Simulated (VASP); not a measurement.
# BeS (F-43m) in VASP: single point with HSE06

Aim: the single point of BeS with HSE06.

Everything below comes from runs of VASP 6.6.1. Logs are shortened: lines on timing, memory, paths and dates and some standing lists are left out, and cuts for length are marked.

## Step 1: The cell of the first run

It takes space group F-43m (No. 216, cubic). The conventional cell has a = 4.869 Å, b = 4.869 Å, c = 4.869 Å, α = 90.00°, β = 90.00°, γ = 90.00°. Be (site symmetry -43m) has 4 S at 2.11 Å within 2.8 Å. S (site symmetry -43m) has 4 Be at 2.11 Å within 2.8 Å.

## Step 2: Single point, HSE06

POSCAR

```
BeS
1.0
    0.0000000000      2.4343062304      2.4343062304
    2.4343062304      0.0000000000      2.4343062304
    2.4343062304      2.4343062304      0.0000000000
Be S
1 1
Direct
    0.0000000000      0.0000000000      0.0000000000
    0.2500000000      0.2500000000      0.2500000000
```

INCAR.step1

```
PREC = Accurate
ENCUT = 520
EDIFF = 1E-5
ISMEAR = 0
SIGMA = 0.01
LREAL = F
LASPH = T
NELM = 100
ALGO = Normal
ISIF = 2
LWAVE = T
NBANDS = 11
GGA = PE
```

INCAR.step2

```
PREC = Accurate
ENCUT = 520
EDIFF = 1E-7
ISMEAR = 0
SIGMA = 0.01
LREAL = F
LASPH = T
NELM = 100
ALGO = Normal
ISIF = 2
LWAVE = F
LCHARG = T
GGA = PE
LHFCALC = T
HFSCREEN = 0.2079
PRECFOCK = Normal
LELF = T
LVHAR = T
NBANDS = 11
ISTART = 1
```

KPOINTS

```
regular mesh
0
Gamma
  6 6 6
```

Potentials or basis: VASP PAW PBE potentials, release 64 (Be, S).

Command:

```
$ cat potpaw_PBE.64/Be/POTCAR potpaw_PBE.64/S/POTCAR > POTCAR
$ cp INCAR.step1 INCAR
$ mpirun -np 1 vasp_std > vasp.out
$ cp INCAR.step2 INCAR
$ mpirun -np 1 vasp_std > vasp.out
```

OUTCAR:

```text
PREC = Accurate
   ENCUT = 520
   EDIFF = 1E-7
   ISMEAR = 0
   LREAL = F
   LASPH = T
   NELM = 100
   ISIF = 2
   GGA = PE
   LHFCALC = T
   HFSCREEN = 0.2079
   PRECFOCK = Normal
   ISTART = 1

 ion  position               nearest neighbor table
   1  0.000  0.000  0.000-   2 2.11   2 2.11   2 2.11   2 2.11
   2  0.250  0.250  0.250-   1 2.11   1 2.11   1 2.11   1 2.11

  LATTYP: Found a face centered cubic cell.
 ALAT       =     4.8686124608

  Lattice vectors:

 A1 = (   0.0000000000,   2.4343062304,   2.4343062304)
 A2 = (   2.4343062304,   0.0000000000,   2.4343062304)
 A3 = (   2.4343062304,   2.4343062304,   0.0000000000)

Analysis of symmetry for initial positions (statically):
=====================================================================
 Subroutine PRICEL returns:
 Original cell was already a primitive cell.

 Routine SETGRP: Setting up the symmetry group for a
 face centered cubic supercell.

 Subroutine GETGRP returns: Found 24 space group operations
 (whereof 24 operations were pure point group operations)
 out of a pool of 48 trial point group operations.

The static configuration has the point symmetry T_d .

Analysis of symmetry for dynamics (positions and initial velocities):
=====================================================================
 Subroutine PRICEL returns:
 Original cell was already a primitive cell.

 Routine SETGRP: Setting up the symmetry group for a
 face centered cubic supercell.

 Subroutine GETGRP returns: Found 24 space group operations
 (whereof 24 operations were pure point group operations)
 out of a pool of 48 trial point group operations.

The dynamic configuration has the point symmetry T_d .

 Subroutine INISYM returns: Found 24 space group operations
 (whereof 24 operations are pure point group operations),
 and found     1 'primitive' translations

----------------------------------------------------------------------------------------

                                     Primitive cell

  volume of cell :      28.8507

  direct lattice vectors                    reciprocal lattice vectors
     0.000000000  2.434306230  2.434306230    -0.205397330  0.205397330  0.205397330
     2.434306230  0.000000000  2.434306230     0.205397330 -0.205397330  0.205397330
     2.434306230  2.434306230  0.000000000     0.205397330  0.205397330 -0.205397330

  length of vectors
     3.442628886  3.442628886  3.442628886     0.355758611  0.355758611  0.355758611

  position of ions in fractional coordinates (direct lattice)
     0.000000000  0.000000000  0.000000000
     0.250000000  0.250000000  0.250000000

  ion indices of the primitive-cell ions
   primitive index   ion index
                 1           1
                 2           2

----------------------------------------------------------------------------------------

 KPOINTS: regular mesh

Automatic generation of k-mesh.
 Grid dimensions read from file:
 generate k-points for:    6    6    6

 Generating k-lattice:

  Cartesian coordinates                     Fractional coordinates (reciprocal lattice)
    -0.034232888  0.034232888  0.034232888     0.166666667  0.000000000  0.000000000
     0.034232888 -0.034232888  0.034232888     0.000000000  0.166666667  0.000000000
     0.034232888  0.034232888 -0.034232888     0.000000000  0.000000000  0.166666667

  Length of vectors
     0.059293102  0.059293102  0.059293102

  Shift w.r.t. Gamma in fractional coordinates (k-lattice)
     0.000000000  0.000000000  0.000000000

 Subroutine IBZKPT returns following result:
 ===========================================

 Found     16 irreducible k-points:

 Following reciprocal coordinates:
            Coordinates               Weight
  0.000000  0.000000  0.000000      1.000000
  0.166667  0.000000  0.000000      8.000000
  0.333333  0.000000  0.000000      8.000000
  0.500000  0.000000  0.000000      4.000000
  0.166667  0.166667  0.000000      6.000000
  0.333333  0.166667  0.000000     24.000000
[... 8 lines left out ...]
 -0.333333  0.333333  0.166667     24.000000
 -0.333333  0.500000  0.166667     12.000000
   k-points           NKPTS =     16   k-points in BZ     NKDIM =    216   number of bands    NBANDS=     11
   number of dos      NEDOS =    301   number of ions     NIONS =      2
   total plane-waves  NPLWV =  21952
   dimension x,y,z NGX =    28 NGY =   28 NGZ =   28
   dimension x,y,z NGXF=    56 NGYF=   56 NGZF=   56
   ions per type =               1   1
   NGX,Y,Z   is equivalent  to a cutoff of  13.52, 13.52, 13.52 a.u.
   NGXF,Y,Z  is equivalent  to a cutoff of  27.04, 27.04, 27.04 a.u.
 SYSTEM =  unknown system
   PREC   = accura    normal or accurate (medium, high low for compatibility)
   ISTART =      1    job   : 0-new  1-cont  2-samecut
   ICHARG =      0    charge: 1-file 2-atom 10-const
   ISPIN  =      1    spin polarized calculation?
   LNONCOLLINEAR =      F non collinear calculations
   LSORBIT =      F    spin-orbit coupling
   LASPH  =      T    aspherical Exc in radial PAW
   ENCUT  =  520.0 eV  38.22 Ry    6.18 a.u.   6.40  6.40  6.40*2*pi/ulx,y,z
   NELM   =    100;   NELMIN=  2; NELMDL=  0     # of ELM steps
   EDIFF  = 0.1E-06   stopping-criterion for ELM
   LREAL  =      F    real-space projection
   EDIFFG = 0.1E-05   stopping-criterion for IOM
   NSW    =      0    number of steps for IOM
   IBRION =     -1    ionic relax: 0-MD 1-quasi-New 2-CG
   NFREE  =      0    steps in history (QN), initial steepest desc. (CG)
   ISIF   =      2    stress and relaxation
   ISYM   =      3    0-nonsym 1-usesym 2-fastsym
   POTIM  = 0.5000    time-step for ionic-motion
   TEBEG  =    0.0;   TEEND  =   0.0 temperature during run
   PSTRESS=    0.0 pullay stress
   NELECT =       8.0000    total number of electrons
   NUPDOWN=      -1.0000    fix difference up-down
   EMIN   =  10.00;   EMAX   =-10.00  energy-range for DOS
   EFERMI =   0.00;   METHOD = LEGACY
   ISMEAR =     0;   SIGMA  =   0.01  broadening in eV -4-tet -1-fermi 0-gaus
   EFERMI_NEDOS =   21; number of points for ismear=-14 and -15
   IALGO  =     38    algorithm
   IMIX   =      1    mixing-type and parameters
     AMIX     =   0.40;   BMIX     =  1.00
     AMIX_MAG =   1.60;   BMIX_MAG =  1.00
  volume/ion in A,a.u.               =      14.43        97.35
  Fermi-wavevector in a.u.,A,eV,Ry     =   1.067545  2.017368 15.505918  1.139653
  Thomas-Fermi vector in A             =   2.203165
   LORBIT       =      0    0 simple, 1 ext, 2 COOP (PROOUT), +10 PAW based schemes
   GGA     = PE    functional components
   LHFCALC =     T    Hartree Fock is set to
   PRECFOCK=normal    Normal, Fast or Accurate (Low or Medium for compatibility)
   ENCUT4O =  -1.0   cutoff for four orbital integrals eV
   NKREDX  =     1    reduce k-point grid by
   NKREDY  =     1    reduce k-point grid by
   NKREDZ  =     1    reduce k-point grid by
   AEXX    =    0.2500 exact exchange contribution
   HFSCREEN=    0.2079 screening length (either q_TF or 0.3 A-1)
   HFSCREENC=   0.2079 screening length for correlation (either q_TF or 0.3 A-1)
   ENCUTFOCK=  -1.0 apply spherical cutoff to Coloumb kernel
   IVDW    =     0    specifies the selected vdW correction
   LEPSILON=     F    determine dielectric tensor
   LRPA    =     F    only Hartree local field effects (RPA)
 non-spin polarized calculation
 Gauss-broadening in eV      SIGMA  =   0.01
  energy-cutoff  :      520.00
  volume of cell :       28.85
 maximum number of plane-waves:       791
 NGX is ok and might be reduce to    28
  NGX = 20; NGY = 20; NGZ = 20

 number of electron       7.9999999 magnetization

 Free energy of the ion-electron system (eV)
  ---------------------------------------------------
  ext. energy  EPLUGINS =         0.00000000
  ---------------------------------------------------
  free energy    TOTEN  =       -11.38746403 eV

  energy without entropy =      -11.38746403  energy(sigma->0) =      -11.38746403

 E-fermi :   3.4586     XC(G=0):  -8.0506

 val. band max:        3.4023877297   @ k =   0.0000   0.0000   0.0000
 cond. band min:       7.4786820803   @ k =   0.5000   0.5000   0.0000
 fundamental gap:      4.0762943506
 Fermi energy:         3.4585638985

 k-point     1 :       0.0000    0.0000    0.0000
  band No.  band energies     occupation
      1     -11.6010      2.00000
      2       3.4024      2.00000
      3       3.4024      2.00000
      4       3.4024      2.00000
      5      10.2714      0.00000
      6      10.2714      0.00000
      7      10.2714      0.00000
      8      10.3650      0.00000
      9      17.6480      0.00000
     10      17.6480      0.00000
     11      19.5831      0.00000

 k-point     2 :       0.1667    0.0000    0.0000
  band No.  band energies     occupation
      1     -11.2637      2.00000
      2       1.3911      2.00000
      3       3.0609      2.00000
      4       3.0609      2.00000
      5      10.1186      0.00000
      6      10.8657      0.00000
      7      10.8657      0.00000
      8      12.4863      0.00000
      9      16.6552      0.00000
     10      16.6552      0.00000
     11      19.2774      0.00000

 k-point     3 :       0.3333    0.0000    0.0000
  band No.  band energies     occupation
      1     -10.4229      2.00000
      2      -1.5281      2.00000
      3       2.5197      2.00000
      4       2.5197      2.00000
      5      10.0179      0.00000
      6      11.2943      0.00000
      7      11.2943      0.00000
      8      15.1283      0.00000
      9      17.4549      0.00000
     10      17.4549      0.00000
     11      18.9848      0.00000
[... 155 lines left out ...]
 k-point    15 :      -0.3333    0.3333    0.1667
  band No.  band energies     occupation
      1      -9.3884      2.00000
      2      -1.8662      2.00000
      3      -0.3088      2.00000
      4       0.8683      2.00000
      5      10.6807      0.00000
      6      11.6425      0.00000
      7      14.2374      0.00000
      8      15.0400      0.00000
      9      16.0697      0.00000
     10      20.5340      0.00000
     11      21.3185      0.00000

 k-point    16 :      -0.3333    0.5000    0.1667
  band No.  band energies     occupation
      1      -9.2203      2.00000
      2      -1.6145      2.00000
      3      -0.2705      2.00000
      4       0.0159      2.00000
      5       9.5963      0.00000
      6      11.2308      0.00000
      7      14.8205      0.00000
      8      15.3254      0.00000
      9      19.4513      0.00000
     10      19.4974      0.00000
     11      22.0863      0.00000

------------------------ aborting loop because EDIFF is reached ----------------------------------------

  FORCE on cell =-STRESS in cart. coord.  units (eV):
  Direction    XX          YY          ZZ          XY          YZ          ZX
  --------------------------------------------------------------------------------------
  -------------------------------------------------------------------------------------
  Total       -0.1889554     -0.1889554     -0.1889554     -0.0000000     -0.0000000     -0.0000000
  in kB      -10.4933524    -10.4933524    -10.4933524     -0.0000000     -0.0000000     -0.0000000
  external PRESSURE =     -10.4933524 kB  Pullay stress =       0.0000000 kB

 VOLUME and BASIS-vectors are now :
 -----------------------------------------------------------------------------
  energy-cutoff  :      520.00
  volume of cell :       28.85
      direct lattice vectors                 reciprocal lattice vectors
     0.000000000  2.434306230  2.434306230    -0.205397330  0.205397330  0.205397330
     2.434306230  0.000000000  2.434306230     0.205397330 -0.205397330  0.205397330
     2.434306230  2.434306230  0.000000000     0.205397330  0.205397330 -0.205397330

 POSITION                                       TOTAL-FORCE (eV/Angst)
 -----------------------------------------------------------------------------------
      0.00000      0.00000      0.00000         0.000000     -0.000000     -0.000000
      1.21715      1.21715      1.21715        -0.000000      0.000000      0.000000
 -----------------------------------------------------------------------------------
    total drift:                                0.000000      0.000000      0.000000

  FREE ENERGIE OF THE ION-ELECTRON SYSTEM (eV)
  ---------------------------------------------------
  free  energy   TOTEN  =       -11.3874640306 eV

  energy  without entropy=      -11.3874640306  energy(sigma->0) =      -11.38746403
```

Wall time 15 min (1 thread of Intel Xeon 8259CL, shared host); peak memory 0.26 GiB.

What came out:

```yaml
Free_energy: -11.3875 eV
Pressure: -1.0 GPa
Band_gap_on_the_k_mesh: 4.08 eV (least direct gap 6.87 eV)
```

Levels at points of the mesh, in eV from the valence-band top:
| k point | band 2 | band 3 | band 4 | band 5 | band 6 | band 7 |
| --- | --- | --- | --- | --- | --- | --- |
| (0.00, 0.00, 0.00) | 0.00 | 0.00 | 0.00 | 6.87 | 6.87 | 6.87 |
| (0.50, 0.00, 0.00) | -6.28 | -1.11 | -1.11 | 6.56 | 7.77 | 7.77 |
| (0.50, 0.50, 0.00) | -5.48 | -2.84 | -2.84 | 4.08 | 5.97 | 14.42 |

Caveat: the PAW data sets were made with another functional, which shifts forces and pressure a little. A k mesh can miss the band edges.
